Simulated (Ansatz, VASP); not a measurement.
One calculation of SrO3, two programs

```xyz
8
Lattice="-3.1154 3.1154 4.5186 3.1154 -3.1154 4.5186 3.1154 3.1154 -4.5186" Properties=species:S:1:pos:R:3 pbc="T T T"
Sr    0.0000    0.0000    4.5186
Sr    0.0000    0.0000    0.0000
O     2.6551   -0.4603    4.5186
O     0.4603    2.6551    4.5186
O     0.0000    0.0000    6.7779
O     0.4603    3.5757    0.0000
O     2.6551    0.4603    0.0000
O     0.0000    0.0000    2.2593
```

Alike in both runs: functional PBE; k mesh 8 × 8 × 8; occupations gaussian, width 0.1 eV; collinear spin.

Ansatz relaxed the structure, and its values are those at the end. VASP's run is a single point on that final structure, the one shown.

```csv
,VASP,Ansatz
version,VASP 6.6.1,Ansatz 0.2.0
potentials or method,"VASP PAW PBE potentials, release 64 (Sr_sv, O), cutoff 520 eV","scalar-relativistic, plane waves, PAW"
valence electrons in the cell,56,56
```

```tsv
	VASP	Ansatz	Ansatz less VASP
gap on the k mesh at the Fermi level (eV)	none	none	-
pressure (GPa)	0.6	0.0	-0.58
rms of the force components (eV/Å)	0.215	0.000	-0.2147
net moment per atom (μB)	0.50	0.50	0.000
size of the moment on the site where the two differ most (μB)	0.50	0.37	-0.128
```

Site moments also hang on the region over which each program counts them. A gap of «none» marks a metal or a gap that the smearing closes. One of these differences is far larger than is usual between the two programs; its cause wasn't traced. The functional is the same, so the differences come from potentials, cutoffs and numerics.
